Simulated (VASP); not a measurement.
# ZnSiP2 (I-42d) in VASP: further runs

ZnSiP2 is run at these levels: PBEsol, LDA; tasks: relaxation of cell and atoms, single point.

Program: VASP 6.6.1. These are calculated values, not measurements. Logs are shortened: lines on timing, memory, paths and dates and some standing lists are left out, and cuts for length are marked.

### Step 1. The cell of the first run

It takes space group I-42d (No. 122, tetragonal). The conventional cell has a = 5.419 Å, b = 5.419 Å, c = 10.539 Å, α = 90.00°, β = 90.00°, γ = 90.00°. Within 3.1 Å of Zn (site symmetry -4) lie 4 P at 2.38 Å. P (site symmetry 2) has 2 Si at 2.27 Å and 2 Zn at 2.38 Å within 3.0 Å. Si (site symmetry -4) has 4 P at 2.27 Å within 3.0 Å.

### Step 2. Relaxation of cell and atoms, PBEsol

Input file INCAR:

```
SYSTEM = ZnSiP2
ALGO     = Normal         ! electronic algorithm
EDIFF    = 1E-7           ! SCF threshold, eV
EDIFFG   = -0.005         ! ionic threshold
ENCUT    = 500            ! plane-wave cutoff, eV
GGA      = PS             ! functional
GGA_COMPAT= .False.      
IBRION   = 2              ! ionic algorithm
ISIF     = 3              ! what is computed and relaxed
ISMEAR   = -1             ! smearing method
LASPH    = .True.         ! aspherical terms in the spheres
LCHARG   = .False.        ! write CHGCAR
LREAL    = .False.        ! projectors in reciprocal space
LWAVE    = .False.        ! write WAVECAR
NELM     = 120            ! most SCF steps
NELMIN   = 4            
NSW      = 80             ! ionic steps
PREC     = Accurate       ! precision mode
SIGMA    = 0.02           ! smearing width, eV
```

Input file KPOINTS:

```
k-points
0
Gamma
  6 6 6
  0 0 0
```

Input file POSCAR:

```
ZnSiP2
1.0
   -2.7092502229      2.7092502229      5.2696904165
    2.7092502229     -2.7092502229      5.2696904165
    2.7092502229      2.7092502229     -5.2696904165
Zn P Si
2 4 2
Direct
    0.0000000000      0.0000000000      0.0000000000
    0.7500000000      0.2500000000      0.5000000000
    0.3750000000      0.3923061849      0.5173061849
    0.1423061849      0.6250000000      0.0173061849
    0.8750000000      0.8576938151      0.4826938151
    0.6076938151      0.1250000000     -0.0173061849
    0.5000000000      0.5000000000      0.0000000000
    0.2500000000      0.7500000000      0.5000000000
```

Potentials or basis: VASP PAW PBE potentials, release 64 (Zn, P, Si).

Command:

```sh
$ cat potpaw_PBE.64/Zn/POTCAR potpaw_PBE.64/P/POTCAR potpaw_PBE.64/Si/POTCAR > POTCAR
$ mpirun -np 1 vasp_std > vasp.out
```

OUTCAR:

```text
SYSTEM = ZnSiP2
   EDIFF = 1E-7
   EDIFFG = -0.005
   ENCUT = 500
   GGA = PS
   IBRION = 2
   ISIF = 3
   ISMEAR = -1
   LASPH = .True.
   LREAL = .False.
   NELM = 120
   NELMIN = 4
   NSW = 80
   PREC = Accurate

 ion  position               nearest neighbor table
   1  0.000  0.000  0.000-   3 2.38   4 2.38   6 2.38   5 2.38
   2  0.750  0.250  0.500-   4 2.38   3 2.38   5 2.38   6 2.38
   3  0.375  0.392  0.517-   7 2.27   8 2.27   2 2.38   1 2.38
   4  0.142  0.625  0.017-   7 2.27   8 2.27   1 2.38   2 2.38
   5  0.875  0.858  0.483-   7 2.27   8 2.27   1 2.38   2 2.38
   6  0.608  0.125  0.983-   7 2.27   8 2.27   2 2.38   1 2.38
   7  0.500  0.500  0.000-   3 2.27   4 2.27   5 2.27   6 2.27
   8  0.250  0.750  0.500-   3 2.27   4 2.27   5 2.27   6 2.27

  LATTYP: Found a body centered tetragonal cell.
 ALAT       =     5.4185004458
 C/A-ratio  =     1.9450733535

  Lattice vectors:

 A1 = (  -2.7092502229,   2.7092502229,   5.2696904165)
 A2 = (   2.7092502229,  -2.7092502229,   5.2696904165)
 A3 = (   2.7092502229,   2.7092502229,  -5.2696904165)

Analysis of symmetry for initial positions (statically):
=====================================================================
 Subroutine PRICEL returns:
 Original cell was already a primitive cell.

 Routine SETGRP: Setting up the symmetry group for a
 body centered tetragonal supercell.

 Subroutine GETGRP returns: Found  8 space group operations
 (whereof  4 operations were pure point group operations)
 out of a pool of 16 trial point group operations.

The static configuration has the point symmetry S_4 .
 The point group associated with its full space group is D_2d.

Analysis of symmetry for dynamics (positions and initial velocities):
=====================================================================
 Subroutine PRICEL returns:
 Original cell was already a primitive cell.

 Routine SETGRP: Setting up the symmetry group for a
 body centered tetragonal supercell.

 Subroutine GETGRP returns: Found  8 space group operations
 (whereof  4 operations were pure point group operations)
 out of a pool of 16 trial point group operations.

The dynamic configuration has the point symmetry S_4 .
 The point group associated with its full space group is D_2d.

 Subroutine INISYM returns: Found  8 space group operations
 (whereof  4 operations are pure point group operations),
 and found     1 'primitive' translations

----------------------------------------------------------------------------------------

                                     Primitive cell

  volume of cell :     154.7189

  direct lattice vectors                    reciprocal lattice vectors
    -2.709250223  2.709250223  5.269690416     0.000000000  0.184552905  0.094882234
     2.709250223 -2.709250223  5.269690416     0.184552905  0.000000000  0.094882234
     2.709250223  2.709250223 -5.269690416     0.184552905  0.184552905  0.000000000

  length of vectors
     6.515344245  6.515344245  6.515344245     0.207514851  0.207514851  0.260997222

  position of ions in fractional coordinates (direct lattice)
     0.000000000  0.000000000  0.000000000
     0.750000000  0.250000000  0.500000000
     0.375000000  0.392306185  0.517306185
     0.142306185  0.625000000  0.017306185
     0.875000000  0.857693815  0.482693815
     0.607693815  0.125000000  0.982693815
     0.500000000  0.500000000  0.000000000
     0.250000000  0.750000000  0.500000000

  ion indices of the primitive-cell ions
   primitive index   ion index
                 1           1
                 2           2
                 3           3
                 4           4
                 5           5
                 6           6
                 7           7
                 8           8

----------------------------------------------------------------------------------------

 KPOINTS: k-points

Automatic generation of k-mesh.
 Grid dimensions read from file:
 generate k-points for:    6    6    6

 Generating k-lattice:

  Cartesian coordinates                     Fractional coordinates (reciprocal lattice)
     0.000000000  0.030758818  0.015813706     0.166666667  0.000000000  0.000000000
     0.030758818  0.000000000  0.015813706     0.000000000  0.166666667  0.000000000
     0.030758818  0.030758818  0.000000000     0.000000000  0.000000000  0.166666667

  Length of vectors
     0.034585808  0.034585808  0.043499537

  Shift w.r.t. Gamma in fractional coordinates (k-lattice)
     0.000000000  0.000000000  0.000000000

 Subroutine IBZKPT returns following result:
 ===========================================

 Found     30 irreducible k-points:

 Following reciprocal coordinates:
            Coordinates               Weight
  0.000000  0.000000  0.000000      1.000000
  0.166667 -0.000000  0.000000      8.000000
  0.333333 -0.000000  0.000000      8.000000
  0.500000 -0.000000  0.000000      4.000000
  0.166667  0.166667  0.000000      8.000000
  0.333333  0.166667  0.000000     16.000000
[... 16 lines left out ...]
 -0.333333 -0.333333  0.166667      8.000000
 -0.166667 -0.333333  0.166667      8.000000
 [... further k-points ...]
   k-points           NKPTS =     30   k-points in BZ     NKDIM =     30   number of bands    NBANDS=     31
   number of dos      NEDOS =    301   number of ions     NIONS =      8
   total plane-waves  NPLWV = 110592
   dimension x,y,z NGX =    48 NGY =   48 NGZ =   48
   dimension x,y,z NGXF=    96 NGYF=   96 NGZF=   96
   ions per type =               2   4   2
   NGX,Y,Z   is equivalent  to a cutoff of  12.25, 12.25, 12.25 a.u.
   NGXF,Y,Z  is equivalent  to a cutoff of  24.50, 24.50, 24.50 a.u.
 SYSTEM =  ZnSiP2
   PREC   = accura    normal or accurate (medium, high low for compatibility)
   ISTART =      0    job   : 0-new  1-cont  2-samecut
   ICHARG =      2    charge: 1-file 2-atom 10-const
   ISPIN  =      1    spin polarized calculation?
   LNONCOLLINEAR =      F non collinear calculations
   LSORBIT =      F    spin-orbit coupling
   LASPH  =      T    aspherical Exc in radial PAW
   ENCUT  =  500.0 eV  36.75 Ry    6.06 a.u.  11.88 11.88 11.88*2*pi/ulx,y,z
   NELM   =    120;   NELMIN=  4; NELMDL= -5     # of ELM steps
   EDIFF  = 0.1E-06   stopping-criterion for ELM
   LREAL  =      F    real-space projection
   EDIFFG = -.5E-02   stopping-criterion for IOM
   NSW    =     80    number of steps for IOM
   IBRION =      2    ionic relax: 0-MD 1-quasi-New 2-CG
   NFREE  =      1    steps in history (QN), initial steepest desc. (CG)
   ISIF   =      3    stress and relaxation
   ISYM   =      2    0-nonsym 1-usesym 2-fastsym
   POTIM  = 0.5000    time-step for ionic-motion
   TEBEG  =    0.0;   TEEND  =   0.0 temperature during run
   PSTRESS=    0.0 pullay stress
   NELECT =      52.0000    total number of electrons
   NUPDOWN=      -1.0000    fix difference up-down
   EMIN   =  10.00;   EMAX   =-10.00  energy-range for DOS
   EFERMI =   0.00;   METHOD = LEGACY
   ISMEAR =    -1;   SIGMA  =   0.02  broadening in eV -4-tet -1-fermi 0-gaus
   EFERMI_NEDOS =   21; number of points for ismear=-14 and -15
   IALGO  =     38    algorithm
   IMIX   =      4    mixing-type and parameters
     AMIX     =   0.40;   BMIX     =  1.00
     AMIX_MAG =   1.60;   BMIX_MAG =  1.00
  volume/ion in A,a.u.               =      19.34       130.51
  Fermi-wavevector in a.u.,A,eV,Ry     =   1.138225  2.150934 17.627116  1.295556
  Thomas-Fermi vector in A             =   2.274930
   LORBIT       =      0    0 simple, 1 ext, 2 COOP (PROOUT), +10 PAW based schemes
   GGA     = PS    functional components
   LHFCALC =     F    Hartree Fock is set to
   AEXX    =    0.0000 exact exchange contribution
   IVDW    =     0    specifies the selected vdW correction
   LEPSILON=     F    determine dielectric tensor
   LRPA    =     F    only Hartree local field effects (RPA)
 conjugate gradient relaxation of ions
 non-spin polarized calculation
  energy-cutoff  :      500.00
  volume of cell :      154.72
 maximum number of plane-waves:      3946
   NGX = 23   NGY = 23   NGZ = 23

--------------------------------------- Ionic step        1  -------------------------------------------

 number of electron      51.9999998 magnetization

 Free energy of the ion-electron system (eV)
  ---------------------------------------------------
  ext. energy  EPLUGINS =         0.00000000
  ---------------------------------------------------
  free energy    TOTEN  =       -40.19355922 eV

  energy without entropy =      -40.19355922  energy(sigma->0) =      -40.19355922

 E-fermi :   4.7288     XC(G=0):  -9.8770

 val. band max:        4.3420718062   @ k =   0.0000   0.0000   0.0000
 cond. band min:       5.5796947307   @ k =   0.0000   0.0000   0.0000
 fundamental gap:      1.2376229244
 Fermi energy:         4.7287832113

 k-point     1 :       0.0000    0.0000    0.0000
  band No.  band energies     occupation
      1      -8.5611      2.00000
      2      -5.6808      2.00000
      3      -5.6753      2.00000
      4      -5.6753      2.00000
      5      -4.1625      2.00000
      6      -2.4190      2.00000
[... 926 lines left out ...]
  FREE ENERGIE OF THE ION-ELECTRON SYSTEM (eV)
  ---------------------------------------------------
  free  energy   TOTEN  =       -40.2346061453 eV

  energy  without entropy=      -40.2346061453  energy(sigma->0) =      -40.23460615

[... ionic steps 4 to 7 ...]

--------------------------------------- Ionic step        8  -------------------------------------------

 number of electron      52.0000022 magnetization

------------------------ aborting loop because EDIFF is reached ----------------------------------------

  FORCE on cell =-STRESS in cart. coord.  units (eV):
  Direction    XX          YY          ZZ          XY          YZ          ZX
  --------------------------------------------------------------------------------------
  -------------------------------------------------------------------------------------
  Total       -0.0818348     -0.0818348     -0.0198372      0.0000000      0.0000000     -0.0000000
  in kB       -0.8740717     -0.8740717     -0.2118801      0.0000000      0.0000000     -0.0000000
  external PRESSURE =      -0.6533411 kB  Pullay stress =       0.0000000 kB
[... 69 lines left out ...]
  energy  without entropy=      -40.2372828319  energy(sigma->0) =      -40.23728283

--------------------------------------- Ionic step       10  -------------------------------------------

 number of electron      52.0000023 magnetization

 Free energy of the ion-electron system (eV)
  ---------------------------------------------------
  ext. energy  EPLUGINS =         0.00000000
  ---------------------------------------------------
  free energy    TOTEN  =       -40.23730683 eV

  energy without entropy =      -40.23730683  energy(sigma->0) =      -40.23730683

 E-fermi :   5.0689     XC(G=0): -10.0134

 val. band max:        4.6673804607   @ k =   0.0000   0.0000   0.0000
 cond. band min:       5.8308406799   @ k =   0.0000   0.0000   0.0000
 fundamental gap:      1.1634602193
 Fermi energy:         5.0689328116

 k-point     1 :       0.0000    0.0000    0.0000
  band No.  band energies     occupation
      1      -8.4540      2.00000
      2      -5.4801      2.00000
      3      -5.4755      2.00000
      4      -5.4755      2.00000
      5      -3.9438      2.00000
      6      -2.2373      2.00000
[... 842 lines left out ...]
  FREE ENERGIE OF THE ION-ELECTRON SYSTEM (eV)
  ---------------------------------------------------
  free  energy   TOTEN  =       -40.2373068305 eV

  energy  without entropy=      -40.2373068305  energy(sigma->0) =      -40.23730683

 reached required accuracy - stopping structural energy minimisation
```

It took 24 min on 1 thread of Oxide Virtual Turin-like, shared host; peak memory 0.38 GiB.

Results:

- Free energy: -40.2373 eV
- Relaxed volume: 18.74 Å³/atom
- Relaxed cell: a = 6.452 Å, b = 6.452 Å, c = 6.452 Å, α = 130.94°, β = 130.94°, γ = 71.91°
- Space group after relaxing (to 0.1 Å): I-42d (No. 122)
- Energy gained by relaxing: 5.5 meV/atom
- Ionic steps: 10
- Pressure after relaxing: 0.0 GPa
- Band gap on the k mesh: 1.16 eV

Step by step:
| step | energy change (eV) | largest force (eV/Å) | pressure (GPa) | volume (Å³) |
| --- | --- | --- | --- | --- |
| 1 | 0.0000 | 0.0884 | -2.66 | 154.72 |
| 2 | -0.0302 | 0.1462 | 1.57 | 147.64 |
| 3 | -0.0410 | 0.1263 | 0.03 | 149.98 |
| 4 | -0.0410 | 0.1271 | 0.11 | 149.88 |
| 5 | -0.0432 | 0.0540 | 0.09 | 149.82 |
| 6 | -0.0437 | 0.0032 | 0.07 | 149.78 |
| 7 | -0.0437 | 0.0003 | 0.08 | 149.78 |
| 8 | -0.0437 | 0.0018 | -0.07 | 150.00 |
| 9 | -0.0437 | 0.0014 | -0.02 | 149.94 |
| 10 | -0.0437 | 0.0007 | -0.01 | 149.91 |

Final structure:
```
CELL_PARAMETERS angstrom
-2.67878 2.67878 5.22289
2.67878 -2.67878 5.22289
2.67878 2.67878 -5.22289
ATOMIC_POSITIONS crystal
Zn 0.00000 0.00000 0.00000
Zn 0.75000 0.25000 0.50000
P 0.37500 0.38987 0.51487
P 0.13987 0.62500 0.01487
P 0.87500 0.86013 0.48513
P 0.61013 0.12500 0.98513
Si 0.50000 0.50000 0.00000
Si 0.25000 0.75000 0.50000
```

Caveat: the PAW data sets were made with another functional, which shifts forces and pressure a little. A k mesh can miss the band edges.

### Step 3. Relaxation of cell and atoms, LDA

Input file INCAR:

```
  PREC = Accurate
  ENCUT = 500
  EDIFF = 1E-7
  ISMEAR = -1
  SIGMA = 0.02
  LREAL = F
  LASPH = T
  NELM = 120
  ALGO = Normal
  ISIF = 3
  LWAVE = F
  LCHARG = F
  GGA = CA
  IBRION = 2
  NSW = 80
  EDIFFG = -0.005
  GGA_COMPAT = F
  NELMIN = 4
```

Input file KPOINTS:

```
regular mesh
0
Gamma
  6 6 6
```

POSCAR is that of step 2.

Potentials or basis: VASP PAW LDA potentials, release 64 (Zn, P, Si).

Command:

```sh
$ cat potpaw_LDA.64/Zn/POTCAR potpaw_LDA.64/P/POTCAR potpaw_LDA.64/Si/POTCAR > POTCAR
$ mpirun -np 1 vasp_std > vasp.out
```

Run time: 23 min. Hardware: 1 thread of Oxide Virtual Turin-like, shared host; peak memory 0.31 GiB.

The run converged. Its results:

- Free energy: -42.3903 eV
- Relaxed volume: 18.30 Å³/atom
- Relaxed cell: a = 6.407 Å, b = 6.407 Å, c = 6.407 Å, α = 131.04°, β = 131.04°, γ = 71.75°
- Space group after relaxing (to 0.1 Å): I-42d (No. 122)
- Energy gained by relaxing: 17.1 meV/atom
- Ionic steps: 7
- Pressure after relaxing: 0.0 GPa
- Band gap on the k mesh: 1.12 eV

Step by step:
```
step  energy change (eV)  largest force (eV/Å)  pressure (GPa)  volume (Å³)
   1              0.0000                0.1352           -4.73       154.72
   2             -0.0909                0.2511            3.10       142.28
   3             -0.1292                0.2094            0.05       146.47
   4             -0.1350                0.0883            0.03       146.38
   5             -0.1363                0.0035            0.01       146.31
   6             -0.1364                0.0021            0.00       146.35
   7             -0.1364                0.0007           -0.03       146.38
```

Final structure:
```
Zn P Si
1.0
    -2.65503    2.65503    5.19137
     2.65503   -2.65503    5.19137
     2.65503    2.65503   -5.19137
Zn P Si
2 4 2
Direct
  0.00000 0.00000 0.00000
  0.75000 0.25000 0.50000
  0.37500 0.38838 0.51338
  0.13838 0.62500 0.01338
  0.87500 0.86162 0.48662
  0.61162 0.12500 0.98662
  0.50000 0.50000 0.00000
  0.25000 0.75000 0.50000
```

Levels at points of the mesh, in eV from the valence-band top:
```csv
k point,band 23,band 24,band 25,band 26,band 27,band 28,band 29,band 30
"(0.00, 0.00, 0.00)",-2.51,-0.12,-0.12,0.00,1.12,1.74,2.72,3.25
"(0.50, 0.00, 0.00)",-2.31,-1.87,-1.58,-0.87,2.69,2.79,2.97,4.12
"(0.50, 0.50, 0.00)",-1.09,-1.09,-0.60,-0.60,1.95,1.95,3.09,3.09
"(0.50, 0.50, 0.50)",-1.95,-1.95,-1.23,-1.23,1.31,1.31,1.54,1.54
```

[end of part 1 of 2]
